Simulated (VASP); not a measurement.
Runs of VASP 6.6.1 on Bi2Te3. The structure is trigonal, space group R3m (No. 160). The conventional cell has a = 4.417 Å, b = 4.417 Å, c = 29.840 Å, α = 90.00°, β = 90.00°, γ = 120.00°. Bi (site symmetry 3m) has 3 Te at 3.03 Å and 3 Bi at 3.43 Å within 4.0 Å. Within 4.7 Å of Bi (site symmetry 3m) lie 9 Te at 3.27 to 4.68 Å and 9 Bi at 3.43 to 4.42 Å. Within 4.0 Å of Te (site symmetry 3m) lie 6 Te at 3.04 to 3.45 Å. Within 4.0 Å of Te (site symmetry 3m) lie 3 Bi at 3.03 Å and 3 Te at 3.45 Å. Te (site symmetry 3m) has 3 Te at 3.04 Å and 3 Bi at 3.27 Å within 4.0 Å. 

```csv
k mesh,gap on the mesh (eV),pressure (GPa),largest force (eV/Å)
4 × 4 × 4,none,-0.9,1.39
2 × 2 × 2,0.14,(a),1.24
6 × 6 × 6,none,-0.8,1.21
8 × 8 × 8,none,-0.8,1.18
```

Alike in all rows: task single point; level PBEsol; potentials or basis VASP PAW PBE potentials, release 64 (Bi_d, Te); no spin polarisation; cell as given; cutoff (eV) 500; smearing fermi-dirac 0.05 eV.

**Question.** Fill in the values left out.

**Answer.** (a) 0.8.

Caveats: some runs use coarse meshes; the PAW data sets were made with another functional, which shifts forces and pressure a little; spin-orbit coupling is left out, which moves the levels of the heavy elements.

A k mesh can miss the band edges, and the runs leave out spin-orbit coupling on Bi, Te.

A gap of «none» marks levels without a gap at the run's occupations.
